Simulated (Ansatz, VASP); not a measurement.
**Two plane-wave programs on Al2Pt**

Contents of INCAR:

```
ALGO = Fast
EDIFF = 1E-7
ENCUT = 520
GGA = PS
ISIF = 2
ISMEAR = 0
LASPH = T
LCHARG = F
LREAL = F
LWAVE = F
NBANDS = 25
NELM = 60
PREC = Accurate
SIGMA = 0.1
```

KPOINTS

```
k-points
0
Gamma
  8 8 6
```

POSCAR

```
Al2Pt
1.0
    2.9482572945      2.9482572945      0.0000000000
   -2.9482572945      2.9482572945      0.0000000000
    0.0000000000      0.0000000000      5.7196191514
Al Pt
4 2
Direct
    0.0000000000      0.5000000000      0.7500000000
    0.5000000000      0.0000000000      0.7500000000
    0.5000000000      0.0000000000      0.2500000000
    0.0000000000      0.5000000000      0.2500000000
    0.0000000000      0.0000000000      0.0000000000
    0.5000000000      0.5000000000      0.5000000000
```

Input for Ansatz:

```yaml
crystal:
  lattice:
    - [2.9482572945, 2.9482572945, 0.0]
    - [-2.9482572945, 2.9482572945, 0.0]
    - [0.0, 0.0, 5.7196191514]
  atoms:
    - { symbol: Al, position: [0.0, 0.5, 0.75] }
    - { symbol: Al, position: [0.5, 0.0, 0.75] }
    - { symbol: Al, position: [0.5, 0.0, 0.25] }
    - { symbol: Al, position: [0.0, 0.5, 0.25] }
    - { symbol: Pt, position: [0.0, 0.0, 0.0] }
    - { symbol: Pt, position: [0.5, 0.5, 0.5] }
basis:
  ecutwfc: 420
kpoints:
  mp_grid: { grid: [8, 8, 6] }
hamiltonian:
  xc: pbesol
scf:
  occupations: { method: gaussian, width: 0.1 }
output:
  forces: true
  stress: true
  eigenvalues: true
```

Change from the starting cell: strain along c alone, the other axes held, atoms relaxed: -3.0 %.

Alike in both runs: task single point; functional PBEsol; k mesh 8 × 8 × 6; occupations gaussian, width 0.1 eV; no spin polarisation.

|  | VASP | Ansatz |
| --- | --- | --- |
| version | VASP 6.6.1 | Ansatz 0.2.0 |
| potentials or method | VASP PAW PBE potentials, release 64 (Al, Pt), cutoff 520 eV | scalar-relativistic, plane waves, PAW |
| valence electrons in the cell | 32 | 48 |

```tsv
	VASP	Ansatz	Ansatz less VASP
gap on the k mesh at the Fermi level (eV)	none	none	-
pressure (GPa)	4.5	4.5	0.00
traceless stress, the component that is largest in VASP (GPa)	1.27	1.26	-0.011
```

VASP's potentials were made for PBE, not for PBEsol. A gap of «none» marks a metal or a gap that the smearing closes. VASP's potentials hold 32 valence electrons a cell and Ansatz's 48, so a difference there can come from the potentials and not from the codes.

Spin-orbit coupling is off throughout.
